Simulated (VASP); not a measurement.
Write the native input for VASP 6.6.1 that does the following.

```
Task                   : single point
Functional             : PBE
Dispersion             : D3(BJ)
Potentials or basis    : VASP PAW PBE potentials, release 64 (Ca_sv, S)
Cutoff                 : 500 eV
k mesh                 : 8 × 8 × 8
Occupations            : gaussian, width 0.05 eV
Spin                   : no spin polarisation
Dipole correction      : no
Further INCAR settings : ALGO = Normal; EDIFF = 1e-06; NBANDS = 15
```

The structure of CaS lies in POSCAR:

```
CaS
1.0
    0.0000000000      2.8541197848      2.8541197848
    2.8541197848      0.0000000000      2.8541197848
    2.8541197848      2.8541197848      0.0000000000
Ca S
1 1
Direct
    0.5000000000      0.5000000000      0.5000000000
    0.0000000000      0.0000000000      0.0000000000
```

This cell differs from its parent crystal: volume scaled by 1.04.

These files were run (other wordings do the same):

INCAR

```
PREC = Accurate
ENCUT = 500
EDIFF = 1E-6
ISMEAR = 0
SIGMA = 0.05
LREAL = False
LASPH = True
NELM = 120
ALGO = Normal
ISIF = 2
LWAVE = False
LCHARG = True
GGA = PE
IVDW = 12
LELF = True
LVHAR = True
NBANDS = 15
GGA_COMPAT = False
```

KPOINTS

```
regular mesh
0
Gamma
  8 8 8
```

Potentials or basis: VASP PAW PBE potentials, release 64 (Ca_sv, S).

Run with:

```console
$ cat potpaw_PBE.64/Ca_sv/POTCAR potpaw_PBE.64/S/POTCAR > POTCAR
$ mpirun -np 1 vasp_std > vasp.out
```

Results of the run:

```yaml
Pressure: -2.1 GPa
Band_gap_on_the_k_mesh: 2.37 eV, indirect (least direct gap 3.17 eV)
Dispersion_energy_per_atom: -0.332 eV
```

It took 48 s on 1 thread of AMD EPYC 7R13 (shared host), peak memory 0.15 GiB.
